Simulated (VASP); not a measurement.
# TiAl (P-6m2) in VASP: further runs

The runs below take TiAl through single point, with PBEsol.

Program: VASP 6.6.1. These are calculated values, not measurements. Logs are shortened: lines on timing, memory, paths and dates and some standing lists are left out, and cuts for length are marked.

## Step 1: The cell of the first run

Symmetry: P-6m2, No. 187, hexagonal system. Conventional cell: a = 2.848 Å, b = 2.848 Å, c = 4.620 Å, α = 90.00°, β = 90.00°, γ = 120.00°. Within 3.7 Å of Ti (site symmetry -6m2) lie 6 Al at 2.84 Å and 6 Ti at 2.85 Å. Within 3.7 Å of Al (site symmetry -6m2) lie 6 Ti at 2.84 Å and 6 Al at 2.85 Å.

## Step 2: Single point, PBEsol

File INCAR:

```
SYSTEM = TiAl
PREC = Accurate ; ENCUT = 520
EDIFF = 1E-7 ; ISMEAR = 0
SIGMA = 0.15 ; LREAL = .False.
LASPH = .True. ; NELM = 60
ALGO = Fast ; ISIF = 2
LWAVE = .False. ; LCHARG = .False.
GGA = PS ; NBANDS = 32
```

File KPOINTS:

```
regular mesh
0
Gamma
  24 24 5
  0 0 0
```

File POSCAR:

```
TiAl
1.0
   -2.8478212847      0.0000000000      0.0000000000
   -1.4239106424     -2.4662855780      0.0000000000
    0.0000000000      0.0000000000     13.8598342196
Ti Al
3 3
Direct
    0.0000000000      1.0000000000      0.3333333333
    0.0000000000      1.0000000000      0.6666666667
    0.0000000000      1.0000000000      0.0000000000
    0.3333333333      0.3333333333      0.1666666667
    0.3333333333      0.3333333333      0.5000000000
    0.3333333333      0.3333333333      0.8333333333
```

Potentials or basis: VASP PAW PBE potentials, release 64 (Ti_sv, Al).

Command:

```
> cat potpaw_PBE.64/Ti_sv/POTCAR potpaw_PBE.64/Al/POTCAR > POTCAR
> mpirun -np 1 vasp_std > vasp.out
```

OUTCAR:

```text
SYSTEM = TiAl
   PREC = Accurate
   ENCUT = 520
   EDIFF = 1E-7
   ISMEAR = 0
   LREAL = .False.
   LASPH = .True.
   NELM = 60
   ISIF = 2
   GGA = PS

 ion  position               nearest neighbor table
   1  0.000  0.000  0.333-   4 2.84   4 2.84   4 2.84   5 2.84   5 2.84   5 2.84
   2  0.000  0.000  0.667-   6 2.84   6 2.84   6 2.84   5 2.84   5 2.84   5 2.84
   3  0.000  0.000  0.000-   4 2.84   6 2.84   4 2.84   6 2.84   4 2.84   6 2.84
   4  0.333  0.333  0.167-   1 2.84   1 2.84   1 2.84   3 2.84   3 2.84   3 2.84
   5  0.333  0.333  0.500-   1 2.84   2 2.84   1 2.84   2 2.84   1 2.84   2 2.84
   6  0.333  0.333  0.833-   2 2.84   2 2.84   2 2.84   3 2.84   3 2.84   3 2.84

  LATTYP: Found a hexagonal cell.
 ALAT       =     2.8478212847
 C/A-ratio  =     4.8668202228

  Lattice vectors:

 A1 = (   1.4239106424,   2.4662855780,   0.0000000000)
 A2 = (  -2.8478212847,   0.0000000000,   0.0000000000)
 A3 = (   0.0000000000,   0.0000000000,  13.8598342196)

Analysis of symmetry for initial positions (statically):
=====================================================================
 Subroutine PRICEL returns following result:

  LATTYP: Found a hexagonal cell.
 ALAT       =     2.8478212847
 C/A-ratio  =     1.6222734075

  Lattice vectors:

 A1 = (   1.4239106424,   2.4662855780,   0.0000000000)
 A2 = (  -2.8478212847,   0.0000000000,   0.0000000000)
 A3 = (   0.0000000000,   0.0000000000,   4.6199447394)

   3 primitive cells build up your supercell.

 Routine SETGRP: Setting up the symmetry group for a
 hexagonal supercell.

 Subroutine GETGRP returns: Found 12 space group operations
 (whereof 12 operations were pure point group operations)
 out of a pool of 24 trial point group operations.

The static configuration has the point symmetry D_3h.

Analysis of symmetry for dynamics (positions and initial velocities):
=====================================================================
 Subroutine PRICEL returns following result:

  LATTYP: Found a hexagonal cell.
 ALAT       =     2.8478212847
 C/A-ratio  =     1.6222734075

  Lattice vectors:

 A1 = (   1.4239106424,   2.4662855780,   0.0000000000)
 A2 = (  -2.8478212847,   0.0000000000,   0.0000000000)
 A3 = (   0.0000000000,   0.0000000000,   4.6199447394)

   3 primitive cells build up your supercell.

 Routine SETGRP: Setting up the symmetry group for a
 hexagonal supercell.

 Subroutine GETGRP returns: Found 12 space group operations
 (whereof 12 operations were pure point group operations)
 out of a pool of 24 trial point group operations.

The dynamic configuration has the point symmetry D_3h.

 Subroutine INISYM returns: Found 12 space group operations
 (whereof 12 operations are pure point group operations),
 and found     3 'primitive' translations

----------------------------------------------------------------------------------------

                                     Primitive cell

  volume of cell :      32.4484

  direct lattice vectors                    reciprocal lattice vectors
     1.423910642  2.466285578  0.000000000     0.000000000  0.405468048  0.000000000
    -2.847821285  0.000000000  0.000000000    -0.351145630  0.202734024  0.000000000
     0.000000000  0.000000000  4.619944739     0.000000000  0.000000000  0.216452805

  length of vectors
     2.847821285  2.847821285  4.619944739     0.405468048  0.405468048  0.216452805

  position of ions in fractional coordinates (direct lattice)
     0.000000000  0.000000000  1.000000000
     0.666666667  0.333333333  0.500000000

  ion indices of the primitive-cell ions
   primitive index   ion index
                 1           1
                 2           4

----------------------------------------------------------------------------------------

 KPOINTS: regular mesh

Automatic generation of k-mesh.
 Grid dimensions read from file:
 generate k-points for:   24   24    5

 Generating k-lattice:

  Cartesian coordinates                     Fractional coordinates (reciprocal lattice)
    -0.014631068  0.008447251  0.000000000     0.041666667 -0.000000000  0.000000000
     0.000000000 -0.016894502  0.000000000     0.000000000  0.041666667  0.000000000
     0.000000000  0.000000000  0.014430187     0.000000000  0.000000000  0.200000000

  Length of vectors
     0.016894502  0.016894502  0.014430187

  Shift w.r.t. Gamma in fractional coordinates (k-lattice)
     0.000000000  0.000000000  0.000000000

 Subroutine IBZKPT returns following result:
 ===========================================

 Found    183 irreducible k-points:

 Following reciprocal coordinates:
            Coordinates               Weight
  0.000000  0.000000  0.000000      1.000000
  0.041667  0.000000  0.000000      6.000000
  0.083333  0.000000  0.000000      6.000000
  0.125000  0.000000  0.000000      6.000000
  0.166667 -0.000000  0.000000      6.000000
  0.208333  0.000000  0.000000      6.000000
[... 16 lines left out ...]
  0.458333  0.041667  0.000000     12.000000
  0.500000  0.041667  0.000000     12.000000
 [... further k-points ...]
   k-points           NKPTS =    183   k-points in BZ     NKDIM =    183   number of bands    NBANDS=     32
   number of dos      NEDOS =    301   number of ions     NIONS =      6
   total plane-waves  NPLWV =  62208
   dimension x,y,z NGX =    24 NGY =   24 NGZ =  108
   dimension x,y,z NGXF=    48 NGYF=   48 NGZF=  216
   ions per type =               3   3
   NGX,Y,Z   is equivalent  to a cutoff of  14.01, 14.01, 12.95 a.u.
   NGXF,Y,Z  is equivalent  to a cutoff of  28.02, 28.02, 25.91 a.u.
 SYSTEM =  TiAl
   PREC   = accura    normal or accurate (medium, high low for compatibility)
   ISTART =      0    job   : 0-new  1-cont  2-samecut
   ICHARG =      2    charge: 1-file 2-atom 10-const
   ISPIN  =      1    spin polarized calculation?
   LNONCOLLINEAR =      F non collinear calculations
   LSORBIT =      F    spin-orbit coupling
   LASPH  =      T    aspherical Exc in radial PAW
   ENCUT  =  520.0 eV  38.22 Ry    6.18 a.u.   5.30  5.30 25.77*2*pi/ulx,y,z
   NELM   =     60;   NELMIN=  2; NELMDL= -5     # of ELM steps
   EDIFF  = 0.1E-06   stopping-criterion for ELM
   LREAL  =      F    real-space projection
   EDIFFG = 0.1E-05   stopping-criterion for IOM
   NSW    =      0    number of steps for IOM
   IBRION =     -1    ionic relax: 0-MD 1-quasi-New 2-CG
   NFREE  =      0    steps in history (QN), initial steepest desc. (CG)
   ISIF   =      2    stress and relaxation
   ISYM   =      2    0-nonsym 1-usesym 2-fastsym
   POTIM  = 0.5000    time-step for ionic-motion
   TEBEG  =    0.0;   TEEND  =   0.0 temperature during run
   PSTRESS=    0.0 pullay stress
   NELECT =      45.0000    total number of electrons
   NUPDOWN=      -1.0000    fix difference up-down
   EMIN   =  10.00;   EMAX   =-10.00  energy-range for DOS
   EFERMI =   0.00;   METHOD = LEGACY
   ISMEAR =     0;   SIGMA  =   0.15  broadening in eV -4-tet -1-fermi 0-gaus
   EFERMI_NEDOS =   21; number of points for ismear=-14 and -15
   IALGO  =     68    algorithm
   IMIX   =      4    mixing-type and parameters
     AMIX     =   0.40;   BMIX     =  1.00
     AMIX_MAG =   1.60;   BMIX_MAG =  1.00
  volume/ion in A,a.u.               =      16.22       109.49
  Fermi-wavevector in a.u.,A,eV,Ry     =   1.265827  2.392066 21.800854  1.602318
  Thomas-Fermi vector in A             =   2.399060
   LORBIT       =      0    0 simple, 1 ext, 2 COOP (PROOUT), +10 PAW based schemes
   GGA     = PS    functional components
   LHFCALC =     F    Hartree Fock is set to
   AEXX    =    0.0000 exact exchange contribution
   IVDW    =     0    specifies the selected vdW correction
   LEPSILON=     F    determine dielectric tensor
   LRPA    =     F    only Hartree local field effects (RPA)
 non-spin polarized calculation
 RMM-DIIS sequential band-by-band and
 Gauss-broadening in eV      SIGMA  =   0.15
  energy-cutoff  :      520.00
  volume of cell :       97.35
 maximum number of plane-waves:      2644
 NGX is ok and might be reduce to    24

 number of electron      45.0000015 magnetization

 Free energy of the ion-electron system (eV)
  ---------------------------------------------------
  ext. energy  EPLUGINS =         0.00000000
  ---------------------------------------------------
  free energy    TOTEN  =       -38.83893294 eV

  energy without entropy =      -38.75017771  energy(sigma->0) =      -38.79455532

 E-fermi :   8.0374     XC(G=0): -11.1447

 val. band max:        8.0372549677   @ k =   0.3750   0.0833   0.4000
 cond. band min:       8.0383448206   @ k =   0.3333   0.1250   0.2000
 fundamental gap:      0.0010898529
 Fermi energy:         8.0373531660

 k-point     1 :       0.0000    0.0000    0.0000
  band No.  band energies     occupation
      1     -48.1976      2.00000
      2     -48.1975      2.00000
      3     -48.1975      2.00000
      4     -24.6298      2.00000
      5     -24.6298      2.00000
      6     -24.6257      2.00000
[... 24 lines left out ...]
     31      10.8189      0.00000
     32      10.8767      0.00000

 k-point     2 :       0.0417    0.0000    0.0000
  band No.  band energies     occupation
      1     -48.1958      2.00000
      2     -48.1957      2.00000
      3     -48.1957      2.00000
      4     -24.6281      2.00000
      5     -24.6281      2.00000
      6     -24.6240      2.00000
[... 24 lines left out ...]
     31      10.8077      0.00000
     32      10.8723      0.00000

 k-point     3 :       0.0833    0.0000    0.0000
  band No.  band energies     occupation
      1     -48.1906      2.00000
      2     -48.1905      2.00000
      3     -48.1905      2.00000
      4     -24.6228      2.00000
      5     -24.6228      2.00000
      6     -24.6188      2.00000
[... 24 lines left out ...]
     31      10.7503      0.00000
     32      10.8238      0.00000

 k-point     4 :       0.1250    0.0000    0.0000
  band No.  band energies     occupation
      1     -48.1823      2.00000
      2     -48.1822      2.00000
      3     -48.1822      2.00000
      4     -24.6145      2.00000
      5     -24.6145      2.00000
      6     -24.6107      2.00000
[... 654 lines left out ...]
     31      11.5948      0.00000
     32      12.0169      0.00000

 k-point    23 :       0.4583    0.0417    0.0000
  band No.  band energies     occupation
      1     -48.0960      2.00000
      2     -48.0959      2.00000
      3     -48.0959      2.00000
      4     -24.7744      2.00000
      5     -24.7739      2.00000
      6     -24.7739      2.00000
[... 24 lines left out ...]
     31      11.5822      0.00000
     32      12.2597      0.00000

 k-point    24 :       0.5000    0.0417    0.0000
  band No.  band energies     occupation
      1     -48.0924      2.00000
      2     -48.0924      2.00000
      3     -48.0924      2.00000
      4     -24.7944      2.00000
      5     -24.7939      2.00000
      6     -24.7939      2.00000
[... 24 lines left out ...]
     31      11.6080      0.00000
     32      12.3686      0.00000

 [... further k-points ...]
[... 5 lines left out ...]
  --------------------------------------------------------------------------------------
  -------------------------------------------------------------------------------------
  Total        0.0317539      0.0317539     -0.0409586      0.0000000     -0.0000000      0.0000000
  in kB        0.5226290      0.5226290     -0.6741264      0.0000000     -0.0000000      0.0000000
  external PRESSURE =       0.1237105 kB  Pullay stress =       0.0000000 kB

 VOLUME and BASIS-vectors are now :
 -----------------------------------------------------------------------------
  energy-cutoff  :      520.00
  volume of cell :       97.35
      direct lattice vectors                 reciprocal lattice vectors
    -2.847821285  0.000000000  0.000000000    -0.351145630  0.202734024  0.000000000
    -1.423910642 -2.466285578  0.000000000     0.000000000 -0.405468048  0.000000000
     0.000000000  0.000000000 13.859834220     0.000000000  0.000000000  0.072150935

 POSITION                                       TOTAL-FORCE (eV/Angst)
 -----------------------------------------------------------------------------------
      0.00000      0.00000      4.61994        -0.000000     -0.000000     -0.000000
      0.00000      0.00000      9.23989         0.000000      0.000000      0.000000
      0.00000      0.00000      0.00000        -0.000000     -0.000000     -0.000000
     -1.42391     -0.82210      2.30997         0.000000      0.000000     -0.000000
     -1.42391     -0.82210      6.92992         0.000000     -0.000000     -0.000000
     -1.42391     -0.82210     11.54986         0.000000      0.000000     -0.000000
 -----------------------------------------------------------------------------------
    total drift:                               -0.000000     -0.000000      0.000000

  FREE ENERGIE OF THE ION-ELECTRON SYSTEM (eV)
  ---------------------------------------------------
  free  energy   TOTEN  =       -38.8389329411 eV

  energy  without entropy=      -38.7501777068  energy(sigma->0) =      -38.79455532
```

Run time: 29 min. Hardware: 1 thread of AMD EPYC 7R13 (Zen 3), shared host; peak memory 0.54 GiB.

Results:

```
Free energy : -38.8389 eV
Pressure    : 0.0 GPa
```

Stress tensor (GPa, compression positive):
```
 0.05  0.00  0.00
 0.00  0.05  0.00
 0.00  0.00 -0.07
```

Levels at points of the mesh, in eV from the Fermi level:
```
           k point  band 20  band 21  band 22  band 23  band 24  band 25  band 26  band 27
(0.00, 0.00, 0.00)    -0.56    -0.56     1.31     1.31     1.32     1.32     1.32     1.32
(0.50, 0.00, 0.00)    -1.43    -1.43    -1.02     0.00     0.00     1.43     1.43     1.98
```

Caveat: the PAW data sets were made with another functional, which shifts forces and pressure a little.

## Step 3: Single point, PBEsol

This run uses another cell than the first one: it holds 2 atoms, not 6.

File INCAR:

```
PREC = Accurate ; ENCUT = 500
EDIFF = 1E-6 ; ISMEAR = 0
SIGMA = 0.15 ; LREAL = False
LASPH = True ; NELM = 120
ALGO = Normal ; ISIF = 2
LWAVE = False ; LCHARG = False
GGA = PS ; NBANDS = 14
GGA_COMPAT = False
```

File KPOINTS:

```
Automatic mesh
0
Gamma
  24 24 14
```

File POSCAR:

```
TiAl
1.0
    2.8478212843      0.0000000000      0.0000000000
   -1.4239106421      2.4662855776      0.0000000000
    0.0000000000      0.0000000000      4.6199447408
Ti Al
1 1
Direct
    0.0000000000      0.0000000000      0.0000000000
    0.3333333333      0.6666666667      0.5000000000
```

Potentials or basis: VASP PAW PBE potentials, release 64 (Ti_sv, Al).

Command:

```
> cat potpaw_PBE.64/Ti_sv/POTCAR potpaw_PBE.64/Al/POTCAR > POTCAR
> mpirun -np 1 vasp_std > vasp.out
```

It took 2.1 min on 1 thread of Intel Xeon Platinum 8375C at 2.90GHz (Ice Lake), shared host; peak memory 0.31 GiB.

The run converged. Its results:

```
Free energy : -12.9463 eV
Pressure    : 0.0 GPa
```

Stress tensor (GPa, compression positive):
```
 0.07  0.00  0.00
 0.00  0.07  0.00
 0.00  0.00 -0.05
```

Levels at points of the mesh, in eV from the Fermi level:
| k point | band 4 | band 5 | band 6 | band 7 | band 8 | band 9 | band 10 | band 11 |
| --- | --- | --- | --- | --- | --- | --- | --- | --- |
| (0.00, 0.00, 0.00) | -32.22 | -9.03 | -2.31 | -1.79 | 1.30 | 1.30 | 2.83 | 2.83 |
| (0.50, 0.00, 0.00) | -32.36 | -3.77 | -2.83 | -1.59 | -1.02 | 2.14 | 4.07 | 4.21 |
| (0.00, 0.00, 0.50) | -32.22 | -8.10 | -5.32 | -0.42 | 1.32 | 1.32 | 2.75 | 2.75 |
| (0.50, 0.00, 0.50) | -32.36 | -3.72 | -2.41 | -1.87 | 0.57 | 0.98 | 1.93 | 3.07 |

Caveat: the PAW data sets were made with another functional, which shifts forces and pressure a little.
